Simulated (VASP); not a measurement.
# CoO (Fm-3m) in VASP: notebook, part 2 of 3

VASP 6.6.1. The steps go on from the part before.

### Step 3. Single point, revPBE, collinear spin, ferromagnetic start

This run uses another cell than the first one, of 9.30 Å³/atom, 0.923 times its volume.

File INCAR:

```
PREC = Accurate
ENCUT = 600
EDIFF = 1E-6
ISMEAR = -1
SIGMA = 0.05
LREAL = False
LASPH = True
NELM = 200
ALGO = Normal
ISIF = 2
LWAVE = False
LCHARG = True
ISPIN = 2
MAGMOM = 2 0
LORBIT = 11
LMAXMIX = 4
GGA = RE
LELF = True
LVHAR = True
NBANDS = 22
GGA_COMPAT = False
```

File KPOINTS:

```
Automatic mesh
0
Gamma
  11 11 11
```

File POSCAR:

```
CoO
1.0
    0.0000000000      2.1026924146      2.1026924146
    2.1026924146      0.0000000000      2.1026924146
    2.1026924146      2.1026924146      0.0000000000
Co O
1 1
Direct
    0.0000000000      0.0000000000      0.0000000000
    0.5000000000      0.5000000000      0.5000000000
```

Potentials or basis: VASP PAW PBE potentials, release 64 (Co_sv, O).

On the command line:

```
$ cat potpaw_PBE.64/Co_sv/POTCAR potpaw_PBE.64/O/POTCAR > POTCAR
$ mpirun -np 1 vasp_std > vasp.out
```

OUTCAR:

```text
PREC = Accurate
   ENCUT = 600
   EDIFF = 1E-6
   ISMEAR = -1
   LREAL = False
   LASPH = True
   NELM = 200
   ISIF = 2
   ISPIN = 2
   LORBIT = 11
   GGA = RE

 ion  position               nearest neighbor table
   1  0.000  0.000  0.000-   2 2.10   2 2.10   2 2.10   2 2.10   2 2.10   2 2.10
   2  0.500  0.500  0.500-   1 2.10   1 2.10   1 2.10   1 2.10   1 2.10   1 2.10

  LATTYP: Found a face centered cubic cell.
 ALAT       =     4.2053848292

  Lattice vectors:

 A1 = (   0.0000000000,   2.1026924146,   2.1026924146)
 A2 = (   2.1026924146,   0.0000000000,   2.1026924146)
 A3 = (   2.1026924146,   2.1026924146,   0.0000000000)

Analysis of symmetry for initial positions (statically):
[... 25 lines left out ...]
The dynamic configuration has the point symmetry O_h .

Analysis of structural, dynamic, and magnetic symmetry:
=====================================================================
 Subroutine PRICEL returns:
[... 7 lines left out ...]
 out of a pool of 48 trial point group operations.

The overall configuration has the point symmetry O_h .

 Subroutine INISYM returns: Found 48 space group operations
[... 5 lines left out ...]
                                     Primitive cell

  volume of cell :      18.5933

  direct lattice vectors                    reciprocal lattice vectors
     0.000000000  2.102692415  2.102692415    -0.237790367  0.237790367  0.237790367
     2.102692415  0.000000000  2.102692415     0.237790367 -0.237790367  0.237790367
     2.102692415  2.102692415  0.000000000     0.237790367  0.237790367 -0.237790367

  length of vectors
     2.973656130  2.973656130  2.973656130     0.411864996  0.411864996  0.411864996

  position of ions in fractional coordinates (direct lattice)
     0.000000000  0.000000000  0.000000000
     0.500000000  0.500000000  0.500000000

  ion indices of the primitive-cell ions
   primitive index   ion index
                 1           1
                 2           2

----------------------------------------------------------------------------------------

 KPOINTS: Automatic mesh

[... 98 lines left out ...]
 spin polarized calculation
  energy-cutoff  :      600.00
  volume of cell :       18.59
 maximum number of plane-waves:       628
   NGX = 11   NGY = 11   NGZ = 11

 number of electron      23.0000008 magnetization       2.8495325

 Free energy of the ion-electron system (eV)
  ---------------------------------------------------
  ext. energy  EPLUGINS =         0.00000000
  ---------------------------------------------------
  free energy    TOTEN  =       -12.38414137 eV

  energy without entropy =      -12.35083686  energy(sigma->0) =      -12.36748912

 E-fermi :   9.6282     XC(G=0): -12.7830

 val. band max:        9.6252183510   @ k =  -0.1818   0.2727   0.0909
 cond. band min:       9.6286869013   @ k =  -0.2727   0.1818   0.0000
 fundamental gap:      0.0034685503
 Fermi energy:         9.6281573586

 spin component 1

 k-point     1 :       0.0000    0.0000    0.0000
  band No.  band energies     occupation
      1     -87.3659      1.00000
      2     -50.5633      1.00000
      3     -50.5633      1.00000
      4     -50.5633      1.00000
      5     -11.0338      1.00000
      6       6.2931      1.00000
[... 589 lines left out ...]
     21      37.9480      0.00000
     22      39.6934      0.00000

 [... further k-points ...]

 spin component 2

 k-point     1 :       0.0000    0.0000    0.0000
  band No.  band energies     occupation
      1     -84.3509      1.00000
      2     -47.6083      1.00000
      3     -47.6083      1.00000
      4     -47.6082      1.00000
      5     -10.5641      1.00000
      6       6.8231      1.00000
[... 589 lines left out ...]
     21      38.5521      0.00000
     22      40.2593      0.00000

 [... further k-points ...]
[... 5 lines left out ...]
  --------------------------------------------------------------------------------------
  -------------------------------------------------------------------------------------
  Total        0.8483879      0.8483879      0.8483879      0.0000000     -0.0000000      0.0000000
  in kB       73.1051188     73.1051188     73.1051188      0.0000000     -0.0000000      0.0000000
  external PRESSURE =      73.1051188 kB  Pullay stress =       0.0000000 kB

 VOLUME and BASIS-vectors are now :
 -----------------------------------------------------------------------------
  energy-cutoff  :      600.00
  volume of cell :       18.59
      direct lattice vectors                 reciprocal lattice vectors
     0.000000000  2.102692415  2.102692415    -0.237790367  0.237790367  0.237790367
     2.102692415  0.000000000  2.102692415     0.237790367 -0.237790367  0.237790367
     2.102692415  2.102692415  0.000000000     0.237790367  0.237790367 -0.237790367

 POSITION                                       TOTAL-FORCE (eV/Angst)
 -----------------------------------------------------------------------------------
      0.00000      0.00000      0.00000         0.000000     -0.000000     -0.000000
      2.10269      2.10269      2.10269        -0.000000      0.000000      0.000000
 -----------------------------------------------------------------------------------
    total drift:                                0.000000     -0.000000     -0.000000

  FREE ENERGIE OF THE ION-ELECTRON SYSTEM (eV)
  ---------------------------------------------------
  free  energy   TOTEN  =       -12.3841413690 eV

  energy  without entropy=      -12.3508368622  energy(sigma->0) =      -12.36748912

 total charge

# of ion       s       p       d       tot
------------------------------------------
    1        2.144   6.070   6.681  14.894
    2        1.556   3.454   0.000   5.010
--------------------------------------------------
tot          3.701   9.524   6.681  19.905

 magnetization (x)

# of ion       s       p       d       tot
------------------------------------------
    1        0.014   0.010   2.451   2.475
    2        0.029   0.248   0.000   0.277
--------------------------------------------------
tot          0.043   0.258   2.451   2.753
```

stdout:

```text
POSCAR found type information on POSCAR CoO
 POSCAR found :  2 types and       2 ions
 scaLAPACK will be used
 -----------------------------------------------------------------------------
|                                                                             |
|                                                                             |
|     You enforced a specific xc type in the INCAR file but a different       |
|     I HOPE YOU KNOW WHAT YOU ARE DOING!                                     |
|                                                                             |
 -----------------------------------------------------------------------------

 LDA part: xc-table for (Slater+PW92), standard interpolation
 POSCAR, INCAR and KPOINTS ok, starting setup
 FFT: planning ... GRIDC
 FFT: planning ... GRID_SOFT
 FFT: planning ... GRID
 WAVECAR not read
 entering main loop
```

Run time: 36 s. Hardware: 1 thread of Intel Xeon 6975P-C (Granite Rapids), shared host; peak memory 0.17 GiB.

Results:

| Property | Result |
| --- | --- |
| Free energy | -12.3841 eV |
| Pressure | 7.3 GPa |
| Net moment | 2.85 μB per cell |
| Site moments | Co +2.48; O +0.28 μB |
| Valence electrons inside the program's atomic spheres | Co 14.89; O 5.01 |

Levels at points of the mesh, in eV from the Fermi level:
Spin up:
```
           k point  band 9  band 10  band 11  band 12  band 13  band 14  band 15  band 16  band 17  band 18
(0.00, 0.00, 0.00)   -3.32    -3.32    -3.13    -3.13    -3.13     1.16    16.92    18.35    18.35    18.35
```
Spin down:
| k point | band 6 | band 7 | band 8 | band 9 | band 10 | band 11 | band 12 | band 13 | band 14 | band 15 |
| --- | --- | --- | --- | --- | --- | --- | --- | --- | --- | --- |
| (0.00, 0.00, 0.00) | -2.81 | -2.81 | -2.81 | -1.19 | -1.19 | -1.19 | 0.10 | 0.10 | 1.68 | 16.77 |

Caveat: the PAW data sets were made with another functional, which shifts forces and pressure a little; a cell with one magnetic atom can't hold antiferromagnetic order, which such compounds often take; semilocal functionals often make such compounds metallic where correlation or magnetic order opens a gap, which also shifts bond lengths. With open d or f shells a metallic result of revPBE can be an artefact of self-interaction; +U or a hybrid may open a gap.

### Step 4. Single point, PBEsol+D4, collinear spin, ferromagnetic start

This run uses another cell than the first one, of 9.88 Å³/atom, 0.981 times its volume.

File INCAR:

```
PREC     = Accurate       # precision mode
ENCUT    = 600            # plane-wave cutoff, eV
EDIFF    = 1E-6           # SCF threshold, eV
ISMEAR   = -1             # smearing method
SIGMA    = 0.05           # smearing width, eV
LREAL    = False          # projectors in reciprocal space
LASPH    = True           # aspherical terms in the spheres
NELM     = 200            # most SCF steps
ALGO     = Normal         # electronic algorithm
ISIF     = 2              # what is computed and relaxed
LWAVE    = False          # write WAVECAR
LCHARG   = True           # write CHGCAR
ISPIN    = 2              # spin polarisation
MAGMOM   = 2 0            # initial moments
LORBIT   = 11             # projections on sites
LMAXMIX  = 4              # l up to which the mixer works
GGA      = PS             # functional
IVDW     = 13             # dispersion correction
LELF     = True           # ELF
LVHAR    = True         
NBANDS   = 22             # bands
GGA_COMPAT= False
```

File KPOINTS:

```
regular mesh
0
Gamma
  11 11 11
```

File POSCAR:

```
CoO
1.0
    0.0000000000      2.1456163054      2.1456163054
    2.1456163054      0.0000000000      2.1456163054
    2.1456163054      2.1456163054      0.0000000000
Co O
1 1
Direct
    0.0000000000      0.0000000000      0.0000000000
    0.5000000000      0.5000000000      0.5000000000
```

Potentials or basis: VASP PAW PBE potentials, release 64 (Co_sv, O).

On the command line:

```
$ cat potpaw_PBE.64/Co_sv/POTCAR potpaw_PBE.64/O/POTCAR > POTCAR
$ mpirun -np 1 vasp_std > vasp.out
```

OUTCAR:

```text
PREC = Accurate
   ENCUT = 600
   EDIFF = 1E-6
   ISMEAR = -1
   LREAL = False
   LASPH = True
   NELM = 200
   ISIF = 2
   ISPIN = 2
   LORBIT = 11
   GGA = PS
   IVDW = 13

 ion  position               nearest neighbor table
   1  0.000  0.000  0.000-   2 2.15   2 2.15   2 2.15   2 2.15   2 2.15   2 2.15
   2  0.500  0.500  0.500-   1 2.15   1 2.15   1 2.15   1 2.15   1 2.15   1 2.15

  LATTYP: Found a face centered cubic cell.
 ALAT       =     4.2912326108

  Lattice vectors:

[... 1417 lines left out ...]
  in kB    -178.50095  -178.50095  -178.50095     0.00000    -0.00000    -0.00000
  external pressure =     -178.50 kB  Pullay stress =        0.00 kB

 VOLUME and BASIS-vectors are now :
 -----------------------------------------------------------------------------
  energy-cutoff  :      600.00
  volume of cell :       19.76
      direct lattice vectors                 reciprocal lattice vectors
     0.000000000  2.145616305  2.145616305    -0.233033278  0.233033278  0.233033278
     2.145616305  0.000000000  2.145616305     0.233033278 -0.233033278  0.233033278
     2.145616305  2.145616305  0.000000000     0.233033278  0.233033278 -0.233033278

 POSITION                                       TOTAL-FORCE (eV/Angst)
 -----------------------------------------------------------------------------------
      0.00000      0.00000      0.00000         0.000000     -0.000000      0.000000
      2.14562      2.14562      2.14562         0.000000      0.000000      0.000000
 -----------------------------------------------------------------------------------
    total drift:                                0.000000     -0.000000     -0.000000

  FREE ENERGIE OF THE ION-ELECTRON SYSTEM (eV)
  ---------------------------------------------------
  free  energy   TOTEN  =       -14.3136051142 eV

  energy  without entropy=      -14.2814732548  energy(sigma->0) =      -14.29753918

 total charge

# of ion       s       p       d       tot
------------------------------------------
    1        2.141   6.058   6.653  14.852
    2        1.546   3.394   0.000   4.940
--------------------------------------------------
tot          3.687   9.452   6.653  19.792

 magnetization (x)

# of ion       s       p       d       tot
------------------------------------------
    1        0.013   0.010   2.523   2.546
    2        0.029   0.291   0.000   0.320
--------------------------------------------------
tot          0.042   0.301   2.523   2.866
```

Wall time 22 s (1 thread of Intel Xeon 6975P-C (Granite Rapids), shared host); peak memory 0.17 GiB.

Results:

| Quantity | Value |
| --- | --- |
| Free energy | -14.3136 eV |
| Pressure | -17.9 GPa |
| Band gap on the k mesh | zero (filled and empty bands overlap) |
| Net moment | 2.98 μB per cell |
| Site moments | Co +2.55; O +0.32 μB |
| Valence electrons inside the program's atomic spheres | Co 14.85; O 4.94 |
| Dispersion energy per atom | -0.155 eV |

Levels at points of the mesh, in eV from the Fermi level:
Spin up:
```tsv
k point	band 11	band 12	band 13	band 14	band 15	band 16
(0.00, 0.00, 0.00)	-3.14	-3.14	-3.14	0.66	16.40	17.63
```
Spin down:
| k point | band 7 | band 8 | band 9 | band 10 | band 11 | band 12 | band 13 | band 14 |
| --- | --- | --- | --- | --- | --- | --- | --- | --- |
| (0.00, 0.00, 0.00) | -2.56 | -2.56 | -1.07 | -1.07 | -1.07 | -0.09 | -0.09 | 1.22 |

Caveat: the PAW data sets were made with another functional, which shifts forces and pressure a little; a cell with one magnetic atom can't hold antiferromagnetic order, which such compounds often take; semilocal functionals often make such compounds metallic where correlation or magnetic order opens a gap, which also shifts bond lengths; pairwise dispersion overbinds metals, which lowers pressure and volume. With open d or f shells a metallic result of PBEsol can be an artefact of self-interaction; +U or a hybrid may open a gap.

### Step 5. Single point, RPBE+D3(BJ), collinear spin, ferromagnetic start

This run uses another cell than the first one, of 9.63 Å³/atom, 0.957 times its volume.

File INCAR:

```
ALGO = Normal
EDIFF = 1E-6
ENCUT = 520
GGA = RP
ISIF = 2
ISMEAR = -1
ISPIN = 2
IVDW = 12
LASPH = T
LCHARG = T
LELF = T
LMAXMIX = 4
LORBIT = 11
LREAL = F
LVHAR = T
LWAVE = F
MAGMOM = 2 0
NBANDS = 18
NELM = 150
PREC = Accurate
SIGMA = 0.05
```

File KPOINTS:

```
k-points
0
Gamma
  11 11 11
```

File POSCAR:

```
CoO
1.0
    0.0000000000      2.1278083088      2.1278083088
    2.1278083088      0.0000000000      2.1278083088
    2.1278083088      2.1278083088      0.0000000000
Co O
1 1
Direct
    0.0000000000      0.0000000000      0.0000000000
    0.5000000000      0.5000000000      0.5000000000
```

Potentials or basis: VASP PAW PBE potentials, release 64 (Co, O).

On the command line:

```
$ cat potpaw_PBE.64/Co/POTCAR potpaw_PBE.64/O/POTCAR > POTCAR
$ mpirun -np 1 vasp_std > vasp.out
```

It took 32 s on 1 thread of Intel Xeon Platinum 8488C (Sapphire Rapids), shared host; peak memory 0.18 GiB.

Results (log left out):

```
Free energy                                           : -14.4429 eV
Pressure                                              : -0.4 GPa
Net moment                                            : 2.92 μB per cell
Site moments                                          : Co +2.57; O +0.30 μB
Valence electrons inside the program's atomic spheres : Co 7.79; O 5.00
Dispersion energy per atom                            : -1.120 eV
```

Levels at points of the mesh, in eV from the Fermi level:
Spin up:
| k point | band 6 | band 7 | band 8 | band 9 | band 10 | band 11 | band 12 | band 13 |
| --- | --- | --- | --- | --- | --- | --- | --- | --- |
| (0.00, 0.00, 0.00) | -3.11 | -3.10 | -3.10 | -3.10 | 1.08 | 16.97 | 18.22 | 18.22 |
Spin down:
```csv
k point,band 3,band 4,band 5,band 6,band 7,band 8,band 9,band 10
"(0.00, 0.00, 0.00)",-2.54,-2.54,-1.09,-1.09,-1.09,0.16,0.16,1.60
```

Caveat: the PAW data sets were made with another functional, which shifts forces and pressure a little; a cell with one magnetic atom can't hold antiferromagnetic order, which such compounds often take; semilocal functionals often make such compounds metallic where correlation or magnetic order opens a gap, which also shifts bond lengths; pairwise dispersion overbinds metals, which lowers pressure and volume.

(Part 2 of 3 ends here.)
